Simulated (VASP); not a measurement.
Crystal: Hg.

```
Hg
1.0
     0.00000    2.39191    2.39191
     2.39191    0.00000    2.39191
     2.39191    2.39191    0.00000
Hg
1
Direct
  0.00000 0.00000 0.00000
```

Base run:

- Program: VASP 6.6.1
- Functional: PBE
- Potentials or basis: VASP PAW PBE potentials, release 64 (Hg)
- Cutoff: 520 eV
- k mesh: 8 × 8 × 8
- Occupations: gaussian, width 0.01 eV
- Spin: no spin polarisation

Its results: band gap on the k mesh zero (band 6 reaches 1.57 eV, above the bottom of band 7 at 0.69 eV); pressure 1.9 GPa.

Question: The run is repeated on the same cell with these changes: k mesh from 8 × 8 × 8 to 2 × 2 × 2; occupations from gaussian, width 0.01 eV to fermi-dirac, width 0.136057 eV. What comes out?

Answer: Band gap on the k mesh zero (band 6 reaches 1.53 eV, above the bottom of band 7 at 0.60 eV); pressure 6.9 GPa.

Caveats: some runs use coarse meshes; spin-orbit coupling is left out, which moves the levels of the heavy elements.
